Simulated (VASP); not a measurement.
# Gd (P6_3/mmc) in VASP: a series of runs

Gd is run at these levels: revPBE; tasks: single point.

Program: VASP 6.6.1. These are calculated values, not measurements. Logs are shortened: lines on timing, memory, paths and dates and some standing lists are left out, and cuts for length are marked.

### Step 1. The cell of the first run

Symmetry: P6_3/mmc, No. 194, hexagonal system. Conventional cell: a = 3.692 Å, b = 3.692 Å, c = 5.910 Å, α = 90.00°, β = 90.00°, γ = 120.00°. Gd (site symmetry -6m2) has 12 Gd at 3.64 to 3.69 Å within 4.8 Å.

### Step 2. Single point, revPBE, collinear spin, ferromagnetic start

The input, INCAR:

```
ALGO     = Normal         # electronic algorithm
EDIFF    = 1E-6           # SCF threshold, eV
ENCUT    = 520            # plane-wave cutoff, eV
GGA      = RE             # functional
ISIF     = 2              # what is computed and relaxed
ISMEAR   = -1             # smearing method
ISPIN    = 2              # spin polarisation
LASPH    = T              # aspherical terms in the spheres
LCHARG   = F              # write CHGCAR
LMAXMIX  = 6              # l up to which the mixer works
LORBIT   = 11             # projections on sites
LREAL    = F              # projectors in reciprocal space
LWAVE    = F              # write WAVECAR
MAGMOM   = 7 7            # initial moments
NBANDS   = 29             # bands
NELM     = 150            # most SCF steps
PREC     = Accurate       # precision mode
SIGMA    = 0.05           # smearing width, eV
```

The input, KPOINTS:

```
k-points
0
Gamma
  10 10 6
```

The input, POSCAR:

```
Gd
1.0
    3.6919362771      0.0000000000      0.0000000000
   -1.8459681386      3.1973106052      0.0000000000
    0.0000000000      0.0000000000      5.9098185392
Gd
2
Direct
    0.3333333333      0.6666666667      0.2500000000
    0.6666666667      0.3333333333      0.7500000000
```

Potentials or basis: VASP PAW PBE potentials, release 64 (Gd).

Command:

```bash
> cat potpaw_PBE.64/Gd/POTCAR > POTCAR
> mpirun -np 1 vasp_std > vasp.out
```

OUTCAR:

```text
EDIFF = 1E-6
   ENCUT = 520
   GGA = RE
   ISIF = 2
   ISMEAR = -1
   ISPIN = 2
   LASPH = T
   LORBIT = 11
   LREAL = F
   NELM = 150
   PREC = Accurate

 ion  position               nearest neighbor table
   1  0.333  0.667  0.250-
   2  0.667  0.333  0.750-

  LATTYP: Found a hexagonal cell.
 ALAT       =     3.6919362771
 C/A-ratio  =     1.6007368751

  Lattice vectors:

 A1 = (   3.6919362771,   0.0000000000,   0.0000000000)
 A2 = (  -1.8459681386,   3.1973106052,   0.0000000000)
 A3 = (   0.0000000000,   0.0000000000,   5.9098185392)

Analysis of symmetry for initial positions (statically):
=====================================================================
 Subroutine PRICEL returns:
 Original cell was already a primitive cell.

 Routine SETGRP: Setting up the symmetry group for a
 hexagonal supercell.

 Subroutine GETGRP returns: Found 24 space group operations
 (whereof 12 operations were pure point group operations)
 out of a pool of 24 trial point group operations.

The static configuration has the point symmetry D_3d.
 The point group associated with its full space group is D_6h.

Analysis of symmetry for dynamics (positions and initial velocities):
=====================================================================
 Subroutine PRICEL returns:
 Original cell was already a primitive cell.

 Routine SETGRP: Setting up the symmetry group for a
 hexagonal supercell.

 Subroutine GETGRP returns: Found 24 space group operations
 (whereof 12 operations were pure point group operations)
 out of a pool of 24 trial point group operations.

The dynamic configuration has the point symmetry D_3d.
 The point group associated with its full space group is D_6h.

Analysis of structural, dynamic, and magnetic symmetry:
=====================================================================
 Subroutine PRICEL returns:
 Original cell was already a primitive cell.

 Routine SETGRP: Setting up the symmetry group for a
 hexagonal supercell.

 Subroutine GETGRP returns: Found 24 space group operations
 (whereof 12 operations were pure point group operations)
 out of a pool of 24 trial point group operations.

The overall configuration has the point symmetry D_3d.
 The point group associated with its full space group is D_6h.

 Subroutine INISYM returns: Found 24 space group operations
 (whereof 12 operations are pure point group operations),
 and found     1 'primitive' translations

----------------------------------------------------------------------------------------

                                     Primitive cell

  volume of cell :      69.7611

  direct lattice vectors                    reciprocal lattice vectors
     3.691936277  0.000000000  0.000000000     0.270860580  0.156381429  0.000000000
    -1.845968139  3.197310605  0.000000000     0.000000000  0.312762857  0.000000000
     0.000000000  0.000000000  5.909818539     0.000000000  0.000000000  0.169209933

  length of vectors
     3.691936277  3.691936277  5.909818539     0.312762857  0.312762857  0.169209933

  position of ions in fractional coordinates (direct lattice)
     0.333333333  0.666666667  0.250000000
     0.666666667  0.333333333  0.750000000

  ion indices of the primitive-cell ions
   primitive index   ion index
                 1           1
                 2           2

----------------------------------------------------------------------------------------

 KPOINTS: k-points

Automatic generation of k-mesh.
 Grid dimensions read from file:
 generate k-points for:   10   10    6

 Generating k-lattice:

  Cartesian coordinates                     Fractional coordinates (reciprocal lattice)
     0.027086058  0.015638143  0.000000000     0.100000000 -0.000000000  0.000000000
     0.000000000  0.031276286  0.000000000     0.000000000  0.100000000  0.000000000
     0.000000000  0.000000000  0.028201656     0.000000000  0.000000000  0.166666667

  Length of vectors
     0.031276286  0.031276286  0.028201656

  Shift w.r.t. Gamma in fractional coordinates (k-lattice)
     0.000000000  0.000000000  0.000000000

 Subroutine IBZKPT returns following result:
 ===========================================

 Found     56 irreducible k-points:

 Following reciprocal coordinates:
            Coordinates               Weight
  0.000000  0.000000  0.000000      1.000000
  0.100000  0.000000  0.000000      6.000000
  0.200000  0.000000  0.000000      6.000000
  0.300000 -0.000000  0.000000      6.000000
  0.400000  0.000000  0.000000      6.000000
  0.500000  0.000000  0.000000      3.000000
[... 16 lines left out ...]
  0.300000  0.100000  0.166667     24.000000
  0.400000  0.100000  0.166667     24.000000
 [... further k-points ...]
   k-points           NKPTS =     56   k-points in BZ     NKDIM =     56   number of bands    NBANDS=     29
   number of dos      NEDOS =    301   number of ions     NIONS =      2
   total plane-waves  NPLWV =  37632
   dimension x,y,z NGX =    28 NGY =   28 NGZ =   48
   dimension x,y,z NGXF=    56 NGYF=   56 NGZF=   96
   ions per type =               2
   NGX,Y,Z   is equivalent  to a cutoff of  12.61, 12.61, 13.50 a.u.
   NGXF,Y,Z  is equivalent  to a cutoff of  25.22, 25.22, 27.01 a.u.
 SYSTEM =  unknown system
   PREC   = accura    normal or accurate (medium, high low for compatibility)
   ISTART =      0    job   : 0-new  1-cont  2-samecut
   ICHARG =      2    charge: 1-file 2-atom 10-const
   ISPIN  =      2    spin polarized calculation?
   LNONCOLLINEAR =      F non collinear calculations
   LSORBIT =      F    spin-orbit coupling
   LASPH  =      T    aspherical Exc in radial PAW
   ENCUT  =  520.0 eV  38.22 Ry    6.18 a.u.   6.86  6.86 10.99*2*pi/ulx,y,z
   NELM   =    150;   NELMIN=  2; NELMDL= -5     # of ELM steps
   EDIFF  = 0.1E-05   stopping-criterion for ELM
   LREAL  =      F    real-space projection
   EDIFFG = 0.1E-04   stopping-criterion for IOM
   NSW    =      0    number of steps for IOM
   IBRION =     -1    ionic relax: 0-MD 1-quasi-New 2-CG
   NFREE  =      0    steps in history (QN), initial steepest desc. (CG)
   ISIF   =      2    stress and relaxation
   ISYM   =      2    0-nonsym 1-usesym 2-fastsym
   POTIM  = 0.5000    time-step for ionic-motion
   TEBEG  =    0.0;   TEEND  =   0.0 temperature during run
   PSTRESS=    0.0 pullay stress
   NELECT =      36.0000    total number of electrons
   NUPDOWN=      -1.0000    fix difference up-down
   EMIN   =  10.00;   EMAX   =-10.00  energy-range for DOS
   EFERMI =   0.00;   METHOD = LEGACY
   ISMEAR =    -1;   SIGMA  =   0.05  broadening in eV -4-tet -1-fermi 0-gaus
   EFERMI_NEDOS =   21; number of points for ismear=-14 and -15
   IALGO  =     38    algorithm
   IMIX   =      4    mixing-type and parameters
     AMIX     =   0.40;   BMIX     =  1.00
     AMIX_MAG =   1.60;   BMIX_MAG =  1.00
  volume/ion in A,a.u.               =      34.88       235.39
  Fermi-wavevector in a.u.,A,eV,Ry     =   1.313121  2.481438 23.460331  1.724286
  Thomas-Fermi vector in A             =   2.443465
   LORBIT       =     11    0 simple, 1 ext, 2 COOP (PROOUT), +10 PAW based schemes
   GGA     = RE    functional components
   LHFCALC =     F    Hartree Fock is set to
   AEXX    =    0.0000 exact exchange contribution
   IVDW    =     0    specifies the selected vdW correction
   LEPSILON=     F    determine dielectric tensor
   LRPA    =     F    only Hartree local field effects (RPA)
 spin polarized calculation
  energy-cutoff  :      520.00
  volume of cell :       69.76
 maximum number of plane-waves:      1894
 NGX is ok and might be reduce to    28
   NGX = 13   NGY = 13   NGZ = 21

 number of electron      35.9999996 magnetization      15.4107817

 Free energy of the ion-electron system (eV)
  ---------------------------------------------------
  ext. energy  EPLUGINS =         0.00000000
  ---------------------------------------------------
  free energy    TOTEN  =       -23.00947667 eV

  energy without entropy =      -22.98299742  energy(sigma->0) =      -22.99623704

 E-fermi :   2.8047     XC(G=0):  -9.6550

 val. band max:        2.8044089615   @ k =   0.3000   0.2000   0.1667
 cond. band min:       2.8147267404   @ k =   0.3000   0.3000   0.5000
 fundamental gap:      0.0103177788
 Fermi energy:         2.8047077391

 spin component 1

 k-point     1 :       0.0000    0.0000    0.0000
  band No.  band energies     occupation
      1     -42.6635      1.00000
      2     -42.6106      1.00000
      3     -20.3184      1.00000
      4     -19.8048      1.00000
      5     -19.8048      1.00000
      6     -19.7181      1.00000
[... 21 lines left out ...]
     28       4.1934      0.00000
     29       4.6658      0.00000
[... 705 lines left out ...]
 k-point    24 :       0.4000    0.1000    0.1667
  band No.  band energies     occupation
      1     -42.6152      1.00000
      2     -42.6000      1.00000
      3     -20.2309      1.00000
      4     -20.1426      1.00000
      5     -20.0174      1.00000
      6     -19.9357      1.00000
[... 21 lines left out ...]
     28       3.8645      0.00000
     29       4.4366      0.00000

 [... further k-points ...]

 spin component 2

 k-point     1 :       0.0000    0.0000    0.0000
  band No.  band energies     occupation
      1     -39.3644      1.00000
      2     -39.2974      1.00000
      3     -18.0435      1.00000
      4     -17.4101      1.00000
      5     -17.4101      1.00000
      6     -17.3121      1.00000
[... 21 lines left out ...]
     28       5.4340      0.00000
     29       5.9164      0.00000
[... 705 lines left out ...]
 k-point    24 :       0.4000    0.1000    0.1667
  band No.  band energies     occupation
      1     -39.3031      1.00000
      2     -39.2840      1.00000
      3     -17.9303      1.00000
      4     -17.8196      1.00000
      5     -17.6764      1.00000
      6     -17.5699      1.00000
[... 21 lines left out ...]
     28       5.0971      0.00000
     29       5.5180      0.00000

 [... further k-points ...]

------------------------ aborting loop because EDIFF is reached ----------------------------------------

  FORCE on cell =-STRESS in cart. coord.  units (eV):
  Direction    XX          YY          ZZ          XY          YZ          ZX
  --------------------------------------------------------------------------------------
  -------------------------------------------------------------------------------------
  Total       -0.0159401     -0.0159401     -0.0102235      0.0000000      0.0000000     -0.0000000
  in kB       -0.3660915     -0.3660915     -0.2347983      0.0000000      0.0000000     -0.0000000
  external PRESSURE =      -0.3223271 kB  Pullay stress =       0.0000000 kB

 VOLUME and BASIS-vectors are now :
 -----------------------------------------------------------------------------
  energy-cutoff  :      520.00
  volume of cell :       69.76
      direct lattice vectors                 reciprocal lattice vectors
     3.691936277  0.000000000  0.000000000     0.270860580  0.156381429  0.000000000
    -1.845968139  3.197310605  0.000000000     0.000000000  0.312762857  0.000000000
     0.000000000  0.000000000  5.909818539     0.000000000  0.000000000  0.169209933

 POSITION                                       TOTAL-FORCE (eV/Angst)
 -----------------------------------------------------------------------------------
     -0.00000      2.13154      1.47745        -0.000000      0.000000      0.000000
      1.84597      1.06577      4.43236         0.000000     -0.000000      0.000000
 -----------------------------------------------------------------------------------
    total drift:                               -0.000000      0.000000     -0.000000

  FREE ENERGIE OF THE ION-ELECTRON SYSTEM (eV)
  ---------------------------------------------------
  free  energy   TOTEN  =       -23.0094766654 eV

  energy  without entropy=      -22.9829974182  energy(sigma->0) =      -22.99623704

 total charge

# of ion       s       p       d       f       tot
--------------------------------------------------
    1        2.070   5.580   0.545   6.982  15.176
    2        2.070   5.580   0.545   6.982  15.176
--------------------------------------------------
tot          4.140  11.159   1.089  13.963  30.352

 magnetization (x)

# of ion       s       p       d       f       tot
--------------------------------------------------
    1        0.003  -0.057   0.230   6.827   7.003
    2        0.003  -0.057   0.230   6.827   7.003
--------------------------------------------------
tot          0.006  -0.113   0.460  13.655  14.007
```

It took 4.6 min on 1 thread of AMD EPYC 9R45 (Zen 5), shared host; peak memory 0.31 GiB.

Results:

```yaml
Free_energy: -23.0095 eV
Pressure: 0.0 GPa
Net_moment: 15.41 μB per cell
Site_moments: Gd +7.00 μB
Valence_electrons_inside_the_program's_atomic_spheres: Gd 15.18
```

Caveat: the PAW data sets were made with another functional, which shifts forces and pressure a little; spin-orbit coupling is left out, which moves the levels of the heavy elements; semilocal functionals describe open f shells poorly, which spoils levels, moments and volumes. The state reached can hang on the start; a lower one may exist.

### Step 3. Single point, revPBE, collinear spin, ferromagnetic start (30.69 Å³/atom)

This run uses another cell than the first one, of 30.69 Å³/atom.

The input, INCAR:

```
SYSTEM = Gd
ALGO = Normal
EDIFF = 1E-6
ENCUT = 520
GGA = RE
ISIF = 2
ISMEAR = -1
ISPIN = 2
LASPH = .TRUE.
LCHARG = .TRUE.
LELF = .TRUE.
LMAXMIX = 6
LORBIT = 11
LREAL = .FALSE.
LVHAR = .TRUE.
LWAVE = .FALSE.
MAGMOM = 7.394 7.394
NBANDS = 29
NELM = 150
PREC = Accurate
SIGMA = 0.05
```

The input, KPOINTS:

```
k-points
0
G
  13 13 7
  0 0 0
```

The input, POSCAR:

```
Gd
1.0
    3.5379233579      0.0000000000      0.0000000000
   -1.7689616789      3.0639315045      0.0000000000
    0.0000000000      0.0000000000      5.6632843801
Gd
2
Direct
    0.3333333333      0.6666666667      0.2500000000
    0.6666666667      0.3333333333      0.7500000000
```

Potentials or basis: VASP PAW PBE potentials, release 64 (Gd).

Command:

```bash
> cat potpaw_PBE.64/Gd/POTCAR > POTCAR
> mpirun -np 1 vasp_std > vasp.out
```

Run time: 6.4 min. Hardware: 1 thread of AMD EPYC 9R45 (Zen 5), shared host; peak memory 0.35 GiB.

The run converged. Its results:

```
Free energy                                           : -22.8858 eV
Pressure                                              : 5.2 GPa
Net moment                                            : 15.31 μB per cell
Site moments                                          : Gd +7.01 μB
Valence electrons inside the program's atomic spheres : Gd 15.23
```

Levels at points of the mesh, in eV from the Fermi level:
Spin up:
| k point | band 22 | band 23 | band 24 | band 25 | band 26 | band 27 | band 28 | band 29 |
| --- | --- | --- | --- | --- | --- | --- | --- | --- |
| (0.00, 0.00, 0.00) | -4.72 | -4.72 | -2.65 | 1.26 | 1.38 | 1.38 | 1.50 | 2.06 |
Spin down:
```
           k point  band 8  band 9  band 10  band 11  band 12  band 13
(0.00, 0.00, 0.00)  -19.76   -4.20    -1.50     0.43     0.47     0.53
```

Caveat: the cell stands under pressure; the PAW data sets were made with another functional, which shifts forces and pressure a little; spin-orbit coupling is left out, which moves the levels of the heavy elements; semilocal functionals describe open f shells poorly, which spoils levels, moments and volumes. The state reached can hang on the start; a lower one may exist.

### Step 4. Single point, revPBE, collinear spin, ferromagnetic start

The input, INCAR:

```
  ALGO = Normal
  EDIFF = 1E-6
  ENCUT = 520
  GGA = RE
  ISIF = 2
  ISMEAR = -1
  ISPIN = 2
  LASPH = True
  LCHARG = False
  LMAXMIX = 6
  LORBIT = 11
  LREAL = False
  LWAVE = False
  MAGMOM = 7.393 7.393
  NBANDS = 29
  NELM = 150
  PREC = Accurate
  SIGMA = 0.05
```

The input, KPOINTS:

```
k-points
0
Gamma
  13 13 7
```

The input, POSCAR:

```
Gd
1.0
    3.6919362771      0.0000000000      0.0000000000
   -1.8459681386      3.1973106052      0.0000000000
    0.0000000000      0.0000000000      5.9098185392
Gd
2
Direct
    0.3333333333      0.6666666667      0.2500000000
    0.6666666667      0.3333333333      0.7500000000
```

Command:

```bash
> cat potpaw_PBE.64/Gd/POTCAR > POTCAR
> mpirun -np 1 vasp_std > vasp.out
```

Wall time 7.8 min (1 thread of Intel Xeon 6975P-C (Granite Rapids), shared host); peak memory 0.43 GiB.

Results (log left out):

| Quantity | Value |
| --- | --- |
| Free energy | -23.0093 eV |
| Pressure | -0.2 GPa |
| Net moment | 15.41 μB per cell |
| Site moments | Gd +7.00 μB |
| Valence electrons inside the program's atomic spheres | Gd 15.18 |

Stress tensor (GPa, compression positive):
```
-0.26  0.00  0.00
 0.00 -0.26  0.00
 0.00  0.00 -0.16
```

Levels at points of the mesh, in eV from the Fermi level:
Spin up:
| k point | band 22 | band 23 | band 24 | band 25 | band 26 | band 27 | band 28 | band 29 |
| --- | --- | --- | --- | --- | --- | --- | --- | --- |
| (0.00, 0.00, 0.00) | -4.95 | -4.94 | -2.46 | 0.75 | 1.29 | 1.29 | 1.38 | 1.86 |
Spin down:
```csv
k point,band 6,band 7,band 8,band 9,band 10,band 11,band 12,band 13,band 14,band 15
"(0.00, 0.00, 0.00)",-20.12,-20.12,-20.12,-4.06,-1.29,0.29,0.32,0.36,0.41,0.42
```

Caveat: the PAW data sets were made with another functional, which shifts forces and pressure a little; spin-orbit coupling is left out, which moves the levels of the heavy elements; semilocal functionals describe open f shells poorly, which spoils levels, moments and volumes. The state reached can hang on the start; a lower one may exist.

(Continued in part 2 of 2.)
